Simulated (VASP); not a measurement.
A run of VASP 6.6.1 is set up as follows.

File INCAR:

```
SYSTEM = Si2W
PREC = Accurate
ENCUT = 500
EDIFF = 1E-6
ISMEAR = 1
SIGMA = 0.15
LREAL = .FALSE.
LASPH = .TRUE.
NELM = 120
ALGO = Normal
ISIF = 2
LWAVE = .FALSE.
LCHARG = .FALSE.
GGA = PE
NBANDS = 18
GGA_COMPAT = .FALSE.
```

File KPOINTS:

```
Automatic mesh
0
G
  12 12 12
  0 0 0
```

Contents of POSCAR:

```
Si2W
1.0
   -1.6069000000      1.6069000000      3.9149500000
    1.6069000000     -1.6069000000      3.9149500000
    1.6069000000      1.6069000000     -3.9149500000
Si W
2 1
Direct
    0.3347000000      0.3347000000      0.0000000000
    0.6653000000      0.6653000000      0.0000000000
    0.0000000000      0.0000000000      0.0000000000
```

Potentials or basis: VASP PAW PBE potentials, release 64 (Si, W_sv).

Run with:

```sh
$ cat potpaw_PBE.64/Si/POTCAR potpaw_PBE.64/W_sv/POTCAR > POTCAR
$ mpirun -np 1 vasp_std > vasp.out
```

(1) Predict the largest force.

(2) What does it give for the pressure?

(3) Estimate the band gap on the k mesh.

## Answers

(1) 0.082 eV/Å.

(2) 3.3 GPa.

(3) zero (bands 11 and 12 overlap by 1.30 eV).

Caveat: the cell stands under pressure; spin-orbit coupling is left out, which moves the levels of the heavy elements.
